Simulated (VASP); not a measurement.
# Sn8O16F (a cell with a defect) in VASP: notebook

Aim: see how the results for Sn8O16F (a cell with a defect) move with the level of theory and the settings. Levels: r2SCAN, HSE06. Tasks: single point.

All numbers are computed with VASP 6.6.1; they aren't measurements. Logs are shortened: lines on timing, memory, paths and dates and some standing lists are left out, and cuts for length are marked.

**1. The cell of the first run**

The cell holds a defect, 25 atoms: a = 6.827 Å, b = 6.827 Å, c = 6.476 Å, α = 90.00°, β = 90.00°, γ = 90.00°.

**2. Single point, r2SCAN**

Input file POSCAR:

```
Sn8O16F
1.0
    4.8274600300      4.8274600300      0.0000000000
   -4.8274600300      4.8274600300      0.0000000000
    0.0000000000      0.0000000000      6.4759066800
Sn O F
8 16 1
Direct
    0.0024824700      0.5083800800      0.2482828500
    0.5075679300     -0.0131942900      0.2483038800
    0.0210564400      0.0142614500     -0.0000541400
    0.4892258700      0.4877281300      0.0000526400
    0.0020552500      0.5077043000      0.7527446000
    0.5073296500     -0.0128482800      0.7531613800
   -0.0012617600      0.0055415500      0.5002071500
    0.5096456900      0.4887217200      0.5002503300
   -0.0008434500      0.8174392000      0.2527710800
    0.5177054000      0.2958232000      0.2535888400
   -0.0203819100      0.2009285400      0.2591443600
    0.5117868400      0.6788821000      0.2545017900
    0.3252679300     -0.0777094900      0.0012790400
    0.8056423800      0.5002310800      0.0005768800
    0.1880692000      0.5733216800      0.0005276000
    0.7044204200     -0.0039064500      0.0006374400
   -0.0007291700      0.8169334500      0.7477709800
    0.5186442500      0.2960718400      0.7465613400
   -0.0255167700      0.2005901500      0.7403915700
    0.5120974700      0.6789698100      0.7461395500
    0.3090272400     -0.0002527600      0.5009366100
    0.8145565200      0.5136460000      0.5002119900
    0.1997996400      0.4967371700      0.5006906200
    0.6924674600     -0.0155594800      0.5002800500
    0.2374234000      0.2446653100     -0.0047082300
```

Input file INCAR.step1:

```
PREC = Accurate ; ENCUT = 580
ISMEAR = -1 ; SIGMA = 0.01
LREAL = Auto ; LASPH = True
NELM = 120 ; NELECT = 216.0
NBANDS = 126 ; GGA = PE
ALGO = Normal ; EDIFF = 1E-5
LWAVE = True ; LCHARG = False
GGA_COMPAT = False ; ISYM = -1
```

Input file INCAR.step2:

```
PREC = Accurate ; ENCUT = 580
EDIFF = 1E-6 ; ISMEAR = -1
SIGMA = 0.01 ; LREAL = Auto
LASPH = True ; NELM = 120
ALGO = Normal ; ISIF = 2
LWAVE = False ; LCHARG = False
METAGGA = R2SCAN ; LMIXTAU = True
NELECT = 216.0 ; NBANDS = 126
ISTART = 1 ; GGA_COMPAT = False
ISYM = -1
```

Input file KPOINTS:

```
explicit points
1
Reciprocal
  0.25000000   0.25000000   0.25000000 1
```

Potentials or basis: VASP PAW PBE potentials, release 64 (Sn_d, O, F).

The run is started by

```
$ cat potpaw_PBE.64/Sn_d/POTCAR potpaw_PBE.64/O/POTCAR potpaw_PBE.64/F/POTCAR > POTCAR
$ cp INCAR.step1 INCAR
$ mpirun -np 1 vasp_std > vasp.out
$ cp INCAR.step2 INCAR
$ mpirun -np 1 vasp_std > vasp.out
```

OUTCAR:

```text
PREC = Accurate
   ENCUT = 580
   EDIFF = 1E-6
   ISMEAR = -1
   LREAL = Auto
   LASPH = True
   NELM = 120
   ISIF = 2
   METAGGA = R2SCAN
   NELECT = 216.0
   ISTART = 1
   ISYM = -1

 ion  position               nearest neighbor table
   1  0.002  0.508  0.248-  22 2.08  15 2.09  14 2.09  11 2.11   9 2.11  23 2.12   5 3.21   5 3.27
                             4 3.69   3 3.74   8 3.74
   2  0.508  0.987  0.248-  24 2.06  13 2.07  16 2.09  12 2.10  10 2.11  21 2.13   6 3.21   6 3.27
                             3 3.70   7 3.73
   3  0.021  0.014  1.000-  17 2.12   9 2.12  11 2.13  19 2.13  25 2.16  16 2.17  13 2.17   7 3.24
                             7 3.24   6 3.69   2 3.70   5 3.73   1 3.74
   4  0.489  0.488  0.000-  20 2.11  12 2.11  18 2.11  10 2.11  15 2.14  14 2.16  25 2.39   8 3.24
                             8 3.24   5 3.69   1 3.69
   5  0.002  0.508  0.753-  22 2.08  14 2.09  15 2.09  19 2.11  17 2.11  23 2.12   1 3.21   1 3.27
                             4 3.69   3 3.73   8 3.74
   6  0.507  0.987  0.753-  24 2.07  13 2.08  16 2.09  20 2.10  18 2.11  21 2.12   2 3.21   2 3.27
                             3 3.69   7 3.74
   7  0.999  0.006  0.500-   9 2.05  19 2.05  17 2.06  11 2.06  24 2.10  21 2.12   3 3.24   3 3.24
                             2 3.73   6 3.74
   8  0.510  0.489  0.500-  12 2.05  20 2.05  18 2.07  10 2.07  22 2.09  23 2.12   4 3.24   4 3.24
                             5 3.74   1 3.74
   9  0.999  0.817  0.253-   7 2.05   1 2.11   3 2.12
  10  0.518  0.296  0.254-   8 2.07   4 2.11   2 2.11
  11  0.980  0.201  0.259-   7 2.06   1 2.11   3 2.13
  12  0.512  0.679  0.255-   8 2.05   2 2.10   4 2.11
  13  0.325  0.922  0.001-   2 2.07   6 2.08   3 2.17
  14  0.806  0.500  0.001-   5 2.09   1 2.09   4 2.16
[... 8 lines left out ...]
  23  0.200  0.497  0.501-   8 2.12   5 2.12   1 2.12
  24  0.692  0.984  0.500-   2 2.06   6 2.07   7 2.10
  25  0.237  0.245  0.995-   3 2.16   4 2.39

IMPORTANT INFORMATION: All symmetrisations will be switched off!
NOSYMM: (Re-)initialisation of all symmetry stuff for point group C_1.

----------------------------------------------------------------------------------------

                                     Primitive cell

  volume of cell :     301.8339

  direct lattice vectors                    reciprocal lattice vectors
     4.827460030  4.827460030  0.000000000     0.103574136  0.103574136  0.000000000
    -4.827460030  4.827460030  0.000000000    -0.103574136  0.103574136  0.000000000
     0.000000000  0.000000000  6.475906680     0.000000000  0.000000000  0.154418532

  length of vectors
     6.827059446  6.827059446  6.475906680     0.146475947  0.146475947  0.154418532

  position of ions in fractional coordinates (direct lattice)
     0.002482470  0.508380080  0.248282850
     0.507567930  0.986805710  0.248303880
     0.021056440  0.014261450  0.999945860
[... 91 lines left out ...]
   NELECT =     216.0000    total number of electrons
   NUPDOWN=      -1.0000    fix difference up-down
   EMIN   =  10.00;   EMAX   =-10.00  energy-range for DOS
   EFERMI =   0.00;   METHOD = LEGACY
   ISMEAR =    -1;   SIGMA  =   0.01  broadening in eV -4-tet -1-fermi 0-gaus
   EFERMI_NEDOS =   21; number of points for ismear=-14 and -15
   IALGO  =     38    algorithm
   IMIX   =      4    mixing-type and parameters
     AMIX     =   0.40;   BMIX     =  1.00
     AMIX_MAG =   1.60;   BMIX_MAG =  1.00
  volume/ion in A,a.u.               =      12.07        81.48
  Fermi-wavevector in a.u.,A,eV,Ry     =   1.464323  2.767168 29.174165  2.144241
  Thomas-Fermi vector in A             =   2.580312
   LORBIT       =      0    0 simple, 1 ext, 2 COOP (PROOUT), +10 PAW based schemes
   METAGGA = R2SCAN    functional components
   LHFCALC =     F    Hartree Fock is set to
   AEXX    =    0.0000 exact exchange contribution
   IVDW    =     0    specifies the selected vdW correction
   LEPSILON=     F    determine dielectric tensor
   LRPA    =     F    only Hartree local field effects (RPA)
 non-spin polarized calculation
  energy-cutoff  :      580.00
  volume of cell :      301.83
 maximum number of plane-waves:      9557
 NGX is ok and might be reduce to    54
   NGX = 27   NGY = 27   NGZ = 25

 number of electron     216.0000017 magnetization

 Free energy of the ion-electron system (eV)
  ---------------------------------------------------
  ext. energy  EPLUGINS =         0.00000000
  ---------------------------------------------------
  free energy    TOTEN  =      -334.21197086 eV

  energy without entropy =     -334.21197086  energy(sigma->0) =     -334.21197086

 E-fermi :   6.1339     XC(G=0): -11.9768

 val. band max:        5.7957523111   @ k =   0.2500   0.2500   0.2500
 cond. band min:       8.5482772803   @ k =   0.2500   0.2500   0.2500
 fundamental gap:      2.7525249692
 Fermi energy:         6.1338772534

 k-point     1 :       0.2500    0.2500    0.2500
  band No.  band energies     occupation
      1     -17.3707      2.00000
      2     -16.2644      2.00000
      3     -16.2503      2.00000
      4     -16.2047      2.00000
      5     -16.1719      2.00000
      6     -16.1571      2.00000
[... 112 lines left out ...]
    119      13.4127      0.00000
    120      13.9704      0.00000
 [bands above 120 left out]

------------------------ aborting loop because EDIFF is reached ----------------------------------------

  FORCE on cell =-STRESS in cart. coord.  units (eV):
  Direction    XX          YY          ZZ          XY          YZ          ZX
  --------------------------------------------------------------------------------------
  -------------------------------------------------------------------------------------
  Total        7.5809020      1.9617713      1.5787065     -2.5308028     -1.1164033      0.0429725
  in kB       40.2405137     10.4133628      8.3800002    -13.4338635     -5.9260284      0.2281043
  external PRESSURE =      19.6779589 kB  Pullay stress =       0.0000000 kB

 VOLUME and BASIS-vectors are now :
 -----------------------------------------------------------------------------
  energy-cutoff  :      580.00
  volume of cell :      301.83
      direct lattice vectors                 reciprocal lattice vectors
     4.827460030  4.827460030  0.000000000     0.103574136  0.103574136  0.000000000
    -4.827460030  4.827460030  0.000000000    -0.103574136  0.103574136  0.000000000
     0.000000000  0.000000000  6.475906680     0.000000000  0.000000000  0.154418532

 POSITION                                       TOTAL-FORCE (eV/Angst)
 -----------------------------------------------------------------------------------
     -2.44220      2.46617      1.60786        -0.124514      0.011870     -0.044054
     -2.31350      7.21403      1.60799         0.101949     -0.046603     -0.050603
      0.03280      0.17050      6.47556         0.021447     -0.052151     -0.000819
      0.00723      4.71621      0.00034        -0.066375      0.055986      0.001901
     -2.44100      2.46084      4.87470        -0.099983      0.020656      0.039549
     -2.31632      7.21455      4.87740         0.118776     -0.026406      0.053126
[... 17 lines left out ...]
     -1.40949      8.09521      3.23977        -0.069900     -0.011795     -0.004183
     -0.03496      2.32726      6.44542         0.023115     -0.044840     -0.009810
 -----------------------------------------------------------------------------------
    total drift:                               -0.013280     -0.014878     -0.000199

  FREE ENERGIE OF THE ION-ELECTRON SYSTEM (eV)
  ---------------------------------------------------
  free  energy   TOTEN  =      -334.2119708631 eV

  energy  without entropy=     -334.2119708631  energy(sigma->0) =     -334.21197086
```

OUTCAR.step1:

```text
PREC = Accurate
   ENCUT = 580
   ISMEAR = -1
   LREAL = Auto
   LASPH = True
[... 346 lines left out ...]
     -2.44100      2.46084      4.87470        -0.017827      0.008225      0.012328
     -2.31632      7.21455      4.87740         0.028490     -0.002860      0.030580
[... 17 lines left out ...]
     -1.40949      8.09521      3.23977        -0.004821     -0.006300     -0.000864
     -0.03496      2.32726      6.44542         0.012799      0.050263     -0.011824
 -----------------------------------------------------------------------------------
    total drift:                               -0.029036      0.002266     -0.002485

  FREE ENERGIE OF THE ION-ELECTRON SYSTEM (eV)
  ---------------------------------------------------
  free  energy   TOTEN  =      -143.5224827485 eV

  energy  without entropy=     -143.5224827485  energy(sigma->0) =     -143.52248275
```

Run time: 4 min. Hardware: 1 thread of Intel Xeon Platinum 8488C (Sapphire Rapids), shared host; peak memory 0.45 GiB.

Results:

| Quantity | Value |
| --- | --- |
| Free energy | -334.2120 eV |
| Largest force | 0.312 eV/Å |

Forces on the atoms (eV/Å):
```
Sn  -0.125  0.012 -0.044
Sn   0.102 -0.047 -0.051
Sn   0.021 -0.052 -0.001
Sn  -0.066  0.056  0.002
Sn  -0.100  0.021  0.040
Sn   0.119 -0.026  0.053
Sn  -0.036 -0.050  0.003
Sn  -0.026  0.072  0.001
O    0.007  0.021  0.031
O   -0.082 -0.046 -0.009
O    0.089  0.054  0.000
O    0.003 -0.030  0.029
O   -0.199  0.217  0.011
O    0.035  0.022  0.013
O    0.236 -0.204 -0.009
O   -0.031 -0.015 -0.006
O    0.002  0.028 -0.028
O   -0.067 -0.019 -0.001
O    0.108  0.081  0.003
O   -0.012 -0.034 -0.022
O   -0.013 -0.012  0.000
O    0.083  0.006 -0.006
O   -0.002  0.003  0.005
O   -0.070 -0.012 -0.004
F    0.023 -0.045 -0.010
```

Caveat: the cell carries a net charge on a neutralising background, which shifts energy and pressure; the cell is charged against a uniform background, so pressure and absolute levels hang on convention; the PAW data sets were made with another functional, which shifts forces and pressure a little; spin-orbit coupling is left out, which moves the levels of the heavy elements.

**3. Single point, HSE06**

POSCAR is that of step 2.

Input file INCAR.step1:

```
  ALGO = Normal
  EDIFF = 1E-5
  ENCUT = 520
  GGA = PE
  GGA_COMPAT = False
  ISIF = 2
  ISMEAR = -1
  ISYM = -1
  LASPH = True
  LCHARG = False
  LREAL = Auto
  LWAVE = True
  NBANDS = 126
  NELECT = 216.0
  NELM = 120
  PREC = Accurate
  SIGMA = 0.01
```

Input file INCAR.step2:

```
  ALGO = Normal
  EDIFF = 1E-6
  ENCUT = 520
  GGA = PE
  GGA_COMPAT = False
  HFSCREEN = 0.2079
  ISIF = 2
  ISMEAR = -1
  ISTART = 1
  ISYM = -1
  LASPH = True
  LCHARG = False
  LHFCALC = True
  LREAL = Auto
  LWAVE = False
  NBANDS = 126
  NELECT = 216.0
  NELM = 120
  PREC = Accurate
  PRECFOCK = Fast
  SIGMA = 0.01
```

KPOINTS is that of step 2.

Potentials or basis: VASP PAW PBE potentials, release 64 (Sn_d, O, F).

The run is started by

```
$ cat potpaw_PBE.64/Sn_d/POTCAR potpaw_PBE.64/O/POTCAR potpaw_PBE.64/F/POTCAR > POTCAR
$ cp INCAR.step1 INCAR
$ mpirun -np 1 vasp_std > vasp.out
$ cp INCAR.step2 INCAR
$ mpirun -np 1 vasp_std > vasp.out
```

Wall time 5.7 min (1 thread of Intel Xeon Platinum 8488C (Sapphire Rapids), shared host); peak memory 0.53 GiB.

Results (log left out):

* Free energy: -186.4490 eV
* Largest force: 0.491 eV/Å

Forces on the atoms (eV/Å):
```
Sn  -0.150  0.013 -0.075
Sn   0.136 -0.050 -0.064
Sn   0.016 -0.061  0.001
Sn  -0.069  0.072  0.000
Sn  -0.136  0.025  0.070
Sn   0.146 -0.031  0.071
Sn  -0.046 -0.067  0.000
Sn  -0.017  0.095 -0.012
O   -0.061  0.108  0.058
O   -0.164 -0.017 -0.002
O    0.175  0.056 -0.006
O    0.067 -0.119  0.038
O   -0.265  0.404  0.017
O    0.118  0.107  0.020
O    0.303 -0.386 -0.012
O   -0.119 -0.100 -0.010
O   -0.067  0.117 -0.045
O   -0.149  0.004 -0.005
O    0.202  0.086  0.003
O    0.050 -0.122 -0.033
O    0.054  0.046  0.002
O    0.166  0.057 -0.003
O   -0.066 -0.055  0.001
O   -0.158 -0.078 -0.008
F    0.032 -0.105 -0.005
```

Levels at points of the mesh, in eV from the Fermi level:
```csv
k point,band 104,band 105,band 106,band 107,band 108,band 109,band 110,band 111,band 112,band 113
"(0.25, 0.25, 0.25)",-1.31,-1.25,-1.20,-0.96,-0.30,3.69,5.36,5.50,5.92,6.12
```

Caveat: the cell carries a net charge on a neutralising background, which shifts energy and pressure; the cell is charged against a uniform background, so pressure and absolute levels hang on convention; the PAW data sets were made with another functional, which shifts forces and pressure a little; spin-orbit coupling is left out, which moves the levels of the heavy elements.
